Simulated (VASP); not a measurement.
A run of VASP 6.6.1 is set up as follows.

INCAR

```
ALGO = Normal
EDIFF = 1E-6
ENCUT = 1340
GGA_COMPAT = F
ISIF = 2
ISMEAR = -1
LASPH = T
LCHARG = T
LELF = T
LREAL = F
LVHAR = T
LWAVE = F
NBANDS = 16
NELM = 120
PREC = Accurate
SIGMA = 0.02
```

Contents of KPOINTS:

```
k-points
0
Gamma
  8 8 8
```

The input POSCAR:

```
ZnO
1.0
    2.6119239293      0.0000000000      0.0000000000
    0.0000000000      2.6119239293      0.0000000000
    0.0000000000      0.0000000000      2.6119239293
Zn O
1 1
Direct
    0.0000000000      0.0000000000      0.0000000000
    0.5000000000      0.5000000000      0.5000000000
```

Potentials or basis: VASP PAW LDA potentials, release 64 (Zn, O_h).

Run with:

```sh
$ cat potpaw_LDA.64/Zn/POTCAR potpaw_LDA.64/O_h/POTCAR > POTCAR
$ mpirun -np 1 vasp_std > vasp.out
```

Problem. Predict the band gap on the k mesh.

Solution. Zero (bands 9 and 10 overlap by 0.38 eV).

Problem. Predict the pressure.

Solution. 1.2 GPa.

Caveat: the structure was generated, so it needn't be the stable form of ZnO; semilocal functionals underestimate gaps, and a narrow one can read as zero.
